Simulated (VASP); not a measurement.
# CuO (Tenorite) (Cc) in VASP: notebook, part 2 of 2

VASP 6.6.1. The steps go on from the part before.

**3. Single point, r2SCAN**

This run uses another cell than the first one, of 9.76 Å³/atom, 1.021 times its volume.

POSCAR reads:

```
CuO
1.0
    2.3129616560     -1.6902431073      0.0000000000
    2.3129616560      1.6902431073      0.0000000000
   -0.8489238166      0.0000000000      4.9910572484
Cu O
2 2
Direct
    0.4968000000      0.0032000000      0.5000000000
    0.0032000000      0.4968000000      0.0000000000
    0.4056000000      0.5714000000      0.7537000000
    0.5714000000      0.4056000000      0.2537000000
```

INCAR.step1 reads:

```
PREC = Accurate ; ENCUT = 520
ISMEAR = -1 ; SIGMA = 0.05
LREAL = False ; LASPH = True
NELM = 80 ; NBANDS = 25
GGA = PE ; ALGO = Normal
EDIFF = 1E-4 ; LWAVE = True
LCHARG = False
```

INCAR.step2 reads:

```
PREC = Accurate ; ENCUT = 520
EDIFF = 1E-6 ; ISMEAR = -1
SIGMA = 0.05 ; LREAL = False
LASPH = True ; NELM = 80
ALGO = Normal ; ISIF = 2
LWAVE = False ; LCHARG = False
METAGGA = R2SCAN ; LMIXTAU = True
NBANDS = 25 ; ISTART = 1
```

KPOINTS reads:

```
Automatic mesh
0
Gamma
  10 10 5
```

Potentials or basis: VASP PAW PBE potentials, release 64 (Cu, O).

The run is started by

```bash
> cat potpaw_PBE.64/Cu/POTCAR potpaw_PBE.64/O/POTCAR > POTCAR
> cp INCAR.step1 INCAR
> mpirun -np 1 vasp_std > vasp.out
> cp INCAR.step2 INCAR
> mpirun -np 1 vasp_std > vasp.out
```

OUTCAR:

```text
PREC = Accurate
   ENCUT = 520
   EDIFF = 1E-6
   ISMEAR = -1
   LREAL = False
   LASPH = True
   NELM = 80
   ISIF = 2
   METAGGA = R2SCAN
   ISTART = 1

 ion  position               nearest neighbor table
   1  0.497  0.003  0.500-   4 1.88   3 1.91   4 1.95   3 1.99
   2  0.003  0.497  0.000-   3 1.88   4 1.91   3 1.95   4 1.99
   3  0.406  0.571  0.754-   2 1.88   1 1.91   2 1.95   1 1.99
   4  0.571  0.406  0.254-   1 1.88   2 1.91   1 1.95   2 1.99

  LATTYP: Found a base centered monoclinic cell.
 ALAT       =     4.6259233120
 B/A-ratio  =     0.7307700510
 C/A-ratio  =     1.0944277398
 COS(beta)  =    -0.1676807457

  Lattice vectors:

 A1 = (   2.3129616560,  -1.6902431073,   0.0000000000)
 A2 = (   2.3129616560,   1.6902431073,   0.0000000000)
 A3 = (  -0.8489238166,   0.0000000000,   4.9910572484)

Analysis of symmetry for initial positions (statically):
=====================================================================
 Subroutine PRICEL returns:
 Original cell was already a primitive cell.

 Routine SETGRP: Setting up the symmetry group for a
 base centered monoclinic supercell.

 Subroutine GETGRP returns: Found  2 space group operations
 (whereof  1 operations were pure point group operations)
 out of a pool of  4 trial point group operations.

The static configuration has the point symmetry C_1 .
 The point group associated with its full space group is C_1h.

Analysis of symmetry for dynamics (positions and initial velocities):
=====================================================================
 Subroutine PRICEL returns:
 Original cell was already a primitive cell.

 Routine SETGRP: Setting up the symmetry group for a
 base centered monoclinic supercell.

 Subroutine GETGRP returns: Found  2 space group operations
 (whereof  1 operations were pure point group operations)
 out of a pool of  4 trial point group operations.

[... 117 lines left out ...]
   NUPDOWN=      -1.0000    fix difference up-down
   EMIN   =  10.00;   EMAX   =-10.00  energy-range for DOS
   EFERMI =   0.00;   METHOD = LEGACY
   ISMEAR =    -1;   SIGMA  =   0.05  broadening in eV -4-tet -1-fermi 0-gaus
   EFERMI_NEDOS =   21; number of points for ismear=-14 and -15
   IALGO  =     38    algorithm
   IMIX   =      4    mixing-type and parameters
     AMIX     =   0.40;   BMIX     =  1.00
     AMIX_MAG =   1.60;   BMIX_MAG =  1.00
  volume/ion in A,a.u.               =       9.76        65.84
  Fermi-wavevector in a.u.,A,eV,Ry     =   1.563584  2.954744 33.263434  2.444793
  Thomas-Fermi vector in A             =   2.666333
   LORBIT       =      0    0 simple, 1 ext, 2 COOP (PROOUT), +10 PAW based schemes
   METAGGA = R2SCAN    functional components
   LHFCALC =     F    Hartree Fock is set to
   AEXX    =    0.0000 exact exchange contribution
   IVDW    =     0    specifies the selected vdW correction
   LEPSILON=     F    determine dielectric tensor
   LRPA    =     F    only Hartree local field effects (RPA)
 non-spin polarized calculation
  energy-cutoff  :      520.00
  volume of cell :       39.02
 maximum number of plane-waves:      1071
 NGX is ok and might be reduce to    24
   NGX = 11   NGY = 11   NGZ = 19

 number of electron      34.0000007 magnetization

 Free energy of the ion-electron system (eV)
  ---------------------------------------------------
  ext. energy  EPLUGINS =         0.00000000
  ---------------------------------------------------
  free energy    TOTEN  =       -36.29430815 eV

  energy without entropy =      -36.27647208  energy(sigma->0) =      -36.28539012

 E-fermi :   6.0696     XC(G=0): -12.8572

 val. band max:        6.0691076761   @ k =   0.5000   0.5000   0.4000
 cond. band min:       6.0770628493   @ k =  -0.4000   0.2000   0.4000
 fundamental gap:      0.0079551732
 Fermi energy:         6.0695572808

 k-point     1 :       0.0000    0.0000    0.0000
  band No.  band energies     occupation
      1     -15.3959      2.00000
      2     -14.0128      2.00000
      3      -2.7138      2.00000
      4      -0.0045      2.00000
      5       0.3603      2.00000
      6       2.2791      2.00000
[... 661 lines left out ...]
     24      20.5036      0.00000
     25      21.4947      0.00000

 [... further k-points ...]
[... 5 lines left out ...]
  --------------------------------------------------------------------------------------
  -------------------------------------------------------------------------------------
  Total        1.9503901      1.7546642      2.1084875      0.0000000      0.0000000     -0.6103139
  in kB       80.0740709     72.0384633     86.5648268      0.0000000      0.0000000    -25.0566904
  external PRESSURE =      79.5591203 kB  Pullay stress =       0.0000000 kB

 VOLUME and BASIS-vectors are now :
 -----------------------------------------------------------------------------
  energy-cutoff  :      520.00
  volume of cell :       39.02
      direct lattice vectors                 reciprocal lattice vectors
     2.312961656 -1.690243107  0.000000000     0.216173061 -0.295815435  0.036768655
     2.312961656  1.690243107  0.000000000     0.216173061  0.295815435  0.036768655
    -0.848923817  0.000000000  4.991057248     0.000000000  0.000000000  0.200358351

 POSITION                                       TOTAL-FORCE (eV/Angst)
 -----------------------------------------------------------------------------------
      0.73202     -0.83430      2.49553        -0.736128     -0.416061      0.295244
      1.15648      0.83430      0.00000        -0.736128      0.416061      0.295244
      1.61993      0.28024      3.76176         0.736128     -0.153736     -0.295244
      2.04439     -0.28024      1.26623         0.736128      0.153736     -0.295244
 -----------------------------------------------------------------------------------
    total drift:                               -0.005120      0.000000     -0.004358

  FREE ENERGIE OF THE ION-ELECTRON SYSTEM (eV)
  ---------------------------------------------------
  free  energy   TOTEN  =       -36.2943081483 eV

  energy  without entropy=      -36.2764720839  energy(sigma->0) =      -36.28539012
```

OSZICAR.step1:

```text
N       E                     dE             d eps       ncg     rms          rms(c)
DAV:   1     0.291174880460E+03    0.29117E+03   -0.16583E+04  7610   0.219E+03
DAV:   2     0.981228923503E+01   -0.28136E+03   -0.25967E+03  7130   0.398E+02
DAV:   3    -0.243483437884E+02   -0.34161E+02   -0.32336E+02  8667   0.154E+02
DAV:   4    -0.254642513955E+02   -0.11159E+01   -0.11100E+01  8672   0.298E+01
DAV:   5    -0.254846889282E+02   -0.20438E-01   -0.20429E-01  9079   0.359E+00    0.174E+01
DAV:   6    -0.224827127919E+02    0.30020E+01   -0.33538E+01 10048   0.150E+02    0.126E+01
DAV:   7    -0.193244084068E+02    0.31583E+01   -0.92926E+00  8538   0.114E+02    0.261E+00
DAV:   8    -0.194165027699E+02   -0.92094E-01   -0.14298E+00  7648   0.830E+00    0.164E+00
DAV:   9    -0.193846754723E+02    0.31827E-01   -0.55910E-02 12328   0.679E+00    0.517E-01
DAV:  10    -0.193805724864E+02    0.41030E-02   -0.13511E-02 10680   0.200E+00    0.321E-01
DAV:  11    -0.193799648197E+02    0.60767E-03   -0.58238E-03 10709   0.709E-01    0.467E-02
DAV:  12    -0.193800004581E+02   -0.35638E-04   -0.21765E-04  5830   0.167E-01
   1 F= -.19380000E+02 E0= -.19370709E+02  d E =-.185835E-01
```

Wall time 2.5 min (1 thread of Intel Xeon 6975P-C (Granite Rapids), shared host); peak memory 0.25 GiB.

What came out:

- Free energy: -36.2943 eV
- Pressure: 8.0 GPa
- Largest force: 0.896 eV/Å
- Band gap on the k mesh: zero (band 17 reaches 6.33 eV, above the bottom of band 18 at 5.73 eV)

Forces in eV/Å, atoms in the order of the input:
```
Cu  -0.736 -0.416  0.295
Cu  -0.736  0.416  0.295
O    0.736 -0.154 -0.295
O    0.736  0.154 -0.295
```

Stress tensor (GPa, compression positive):
```
 8.01  0.00 -2.51
 0.00  7.20  0.00
-2.51  0.00  8.66
```

Levels at points of the mesh, in eV from the Fermi level:
```tsv
k point	band 15	band 16	band 17	band 18	band 19	band 20
(0.00, 0.00, 0.00)	-2.44	-1.95	0.20	0.98	2.19	6.60
(0.50, 0.00, 0.00)	-1.75	-1.64	-0.02	0.30	5.32	7.02
(0.50, 0.50, 0.00)	-1.75	-1.46	-0.79	1.15	3.66	7.72
```

Caveat: the PAW data sets were made with another functional, which shifts forces and pressure a little; semilocal functionals often make such compounds metallic where correlation or magnetic order opens a gap, which also shifts bond lengths. With open d or f shells a metallic result of r2SCAN can be an artefact of self-interaction; +U or a hybrid may open a gap.

**4. Single point, r2SCAN**

This run uses another cell than the first one, of 9.96 Å³/atom, 1.043 times its volume.

POSCAR reads:

```
CuO
1.0
    2.3289136198     -1.7019003246      0.0000000000
    2.3289136198      1.7019003246      0.0000000000
   -0.8547786486      0.0000000000      5.0254794206
Cu O
2 2
Direct
    0.4968000000      0.0032000000      0.5000000000
    0.0032000000      0.4968000000      0.0000000000
    0.4056000000      0.5714000000      0.7537000000
    0.5714000000      0.4056000000      0.2537000000
```

INCAR.step1 reads:

```
ALGO     = Normal         # electronic algorithm
EDIFF    = 1E-4           # SCF threshold, eV
ENCUT    = 520            # plane-wave cutoff, eV
GGA      = PE             # functional
ISMEAR   = -1             # smearing method
LASPH    = True           # aspherical terms in the spheres
LCHARG   = False          # write CHGCAR
LREAL    = False          # projectors in reciprocal space
LWAVE    = True           # write WAVECAR
NBANDS   = 25             # bands
NELM     = 80             # most SCF steps
PREC     = Accurate       # precision mode
SIGMA    = 0.05           # smearing width, eV
```

INCAR.step2 reads:

```
ALGO     = Normal         # electronic algorithm
EDIFF    = 1E-7           # SCF threshold, eV
ENCUT    = 520            # plane-wave cutoff, eV
ISIF     = 2              # what is computed and relaxed
ISMEAR   = -1             # smearing method
ISTART   = 1            
LASPH    = True           # aspherical terms in the spheres
LCHARG   = False          # write CHGCAR
LMIXTAU  = True         
LREAL    = False          # projectors in reciprocal space
LWAVE    = False          # write WAVECAR
METAGGA  = R2SCAN         # meta-GGA
NBANDS   = 25             # bands
NELM     = 80             # most SCF steps
PREC     = Accurate       # precision mode
SIGMA    = 0.05           # smearing width, eV
```

KPOINTS reads:

```
k-points
0
Gamma
  10 10 5
```

The run is started by

```bash
> cat potpaw_PBE.64/Cu/POTCAR potpaw_PBE.64/O/POTCAR > POTCAR
> cp INCAR.step1 INCAR
> mpirun -np 1 vasp_std > vasp.out
> cp INCAR.step2 INCAR
> mpirun -np 1 vasp_std > vasp.out
```

It took 2.8 min on 1 thread of Intel Xeon 6975P-C (Granite Rapids), shared host; peak memory 0.25 GiB.

The run converged. Its results:

```
Free energy            : -36.3244 eV
Pressure               : 3.5 GPa
Largest force          : 0.828 eV/Å
Band gap on the k mesh : zero (band 17 reaches 6.04 eV, above the bottom of band 18 at 5.44 eV)
```

Forces on the atoms (eV/Å):
```
Cu  -0.684 -0.380  0.272
Cu  -0.684  0.380  0.272
O    0.684 -0.225 -0.272
O    0.684  0.225 -0.272
```

Stress tensor (GPa, compression positive):
```
 3.44  0.00 -1.85
 0.00  3.82  0.00
-1.85  0.00  3.39
```

Levels at points of the mesh, in eV from the Fermi level:
```csv
k point,band 14,band 15,band 16,band 17,band 18,band 19,band 20,band 21
"(0.00, 0.00, 0.00)",-2.47,-2.37,-1.91,0.20,0.96,2.11,6.58,8.84
"(0.50, 0.00, 0.00)",-1.83,-1.70,-1.59,-0.02,0.30,5.33,6.94,7.56
"(0.50, 0.50, 0.00)",-2.34,-1.72,-1.42,-0.77,1.12,3.72,7.64,9.10
```

Caveat: the PAW data sets were made with another functional, which shifts forces and pressure a little; semilocal functionals often make such compounds metallic where correlation or magnetic order opens a gap, which also shifts bond lengths.

**5. Summary**

```tsv
cell	gap on the mesh (eV)	pressure (GPa)	largest force (eV/Å)
a = 2.845, b = 2.845, c = 5.027 Å, angles 97.8, 97.8, 72.3°, 4 atoms	none	12.8	0.97
a = 2.865, b = 2.865, c = 5.063 Å, angles 97.8, 97.8, 72.3°, 4 atoms	none	8.0	0.90
a = 2.884, b = 2.884, c = 5.098 Å, angles 97.8, 97.8, 72.3°, 4 atoms	none	3.5	0.83
```

Alike in all rows: task single point; level r2SCAN; potentials or basis VASP PAW PBE potentials, release 64 (Cu, O); no spin polarisation; k mesh 10 × 10 × 5; cutoff (eV) 520; smearing fermi-dirac 0.05 eV.

Caveats: the PAW data sets were made with another functional, which shifts forces and pressure a little; semilocal functionals often make such compounds metallic where correlation or magnetic order opens a gap, which also shifts bond lengths.

Absolute energies hang on the potentials; compare differences alone.
